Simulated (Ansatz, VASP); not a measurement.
## One calculation of Ir, two programs

```
Ir
1.0
     0.00000    1.93533    1.93533
     1.93533    0.00000    1.93533
     1.93533    1.93533    0.00000
Ir
1
Direct
  0.00000 0.00000 0.00000
```

Alike in both runs: task relaxation of cell and atoms; functional LDA; k mesh 18 × 18 × 18; occupations gaussian, width 0.1 eV; no spin polarisation.

```csv
,VASP,Ansatz
version,VASP 6.6.1,Ansatz 0.2.0
potentials or method,"VASP PAW LDA potentials, release 64 (Ir_sv_GW), cutoff 500 eV","scalar-relativistic, plane waves, PAW"
valence electrons in the cell,17,17
```

Ansatz gave:

```
gap on the k mesh at the Fermi level, each at its own relaxed structure (eV) : none
relaxed volume (Å³/atom)                                                     : 13.84
relaxed cell length with the largest relative difference (Å)                 : 2.695
```

**Question.** What did VASP give for the same quantities?

**Answer.** gap on the k mesh at the Fermi level, each at its own relaxed structure (eV): none; relaxed volume (Å³/atom): 13.79; relaxed cell length with the largest relative difference (Å): 2.692.

LDA's correlation is that of Perdew and Zunger in VASP and of Perdew and Wang (1992) in Ansatz. A gap of «none» marks a metal or a gap that the smearing closes.

Neither program's run includes spin-orbit coupling.
